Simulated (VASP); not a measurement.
Input of a VASP 6.6.1 run:

File INCAR:

```
  PREC = Accurate
  ENCUT = 520
  EDIFF = 1E-6
  ISMEAR = -1
  SIGMA = 0.05
  LREAL = False
  LASPH = True
  NELM = 120
  ALGO = Normal
  ISIF = 2
  LWAVE = False
  LCHARG = False
  GGA = PE
  IVDW = 12
  NBANDS = 58
  GGA_COMPAT = False
```

File KPOINTS:

```
regular mesh
0
Gamma
  1 1 1
```

File POSCAR:

```
H18CO9
1.0
    6.7017590000      0.0000000000      0.0000000000
    0.0000000000      6.7017590000      0.0000000000
    0.0000000000      0.0000000000      6.7017590000
O H C
9 18 1
Direct
    0.1307268733     -0.0384078270      1.0697937661
    0.5030619573      0.8038785041      0.8135476074
    0.0726078034      0.4951535858      0.0772483761
    0.7454908480      0.4510308413      0.0152944921
    0.7109924424      0.6758524143      0.4659522970
    1.0077652748      0.0533442041      0.6678694355
    0.5123580242      0.2908042500      0.6794186422
    0.4009245931      0.2280296859      0.1076583028
    0.1527360205      0.6212398864      0.6978167971
    0.2631995570     -0.1162381399      1.1141104895
    0.0881410388     -0.0607004818      1.2005654038
    0.6462184033      0.7948361020      0.7798848034
    0.4186811254      0.7306887639      0.7166178312
    0.2259556036      0.4912889288      0.0566418458
    0.0469876640      0.4154730124      0.2022901749
    0.6126600494      0.4906920705      0.0052374309
    0.8006554697      0.5553467381     -0.0969148547
    0.8099216937      0.7216165189      0.3705892737
    0.6428909186      0.5627627016      0.3814222505
    1.0578864444      0.1159397108      0.8063405443
    1.0477398546     -0.0797253378      0.6698689105
    0.5455284202      0.1926210716      0.7880319182
    0.6425775681      0.3541756724      0.7434913729
    0.4793069998      0.1838174127      0.1993506481
    0.2499642258      0.2226728833      0.1238331608
    0.3900617733      0.5219823631      0.4774716608
    0.1758791983      0.3316293528      0.5959927834
    0.2420856972      0.4855441683      0.5966045631
```

Potentials or basis: VASP PAW PBE potentials, release 64 (O, H, C).

Launch:

```console
$ cat potpaw_PBE.64/O/POTCAR potpaw_PBE.64/H/POTCAR potpaw_PBE.64/C/POTCAR > POTCAR
$ mpirun -np 1 vasp_gam > vasp.out
```

Question: Estimate the pressure.

Answer: -1.7 GPa.

Question: Estimate the largest force.

Answer: 9.490 eV/Å.

Question: Estimate the band gap on the k mesh.

Answer: 3.53 eV.

Question: Estimate the dispersion energy per atom.

Answer: -0.035 eV.

Stress tensor (GPa, compression positive):
```
-1.37 -0.22  1.17
-0.22 -0.87 -1.49
 1.17 -1.49 -2.78
```

Caveat: the k points lie up to 0.94 Å⁻¹ apart.
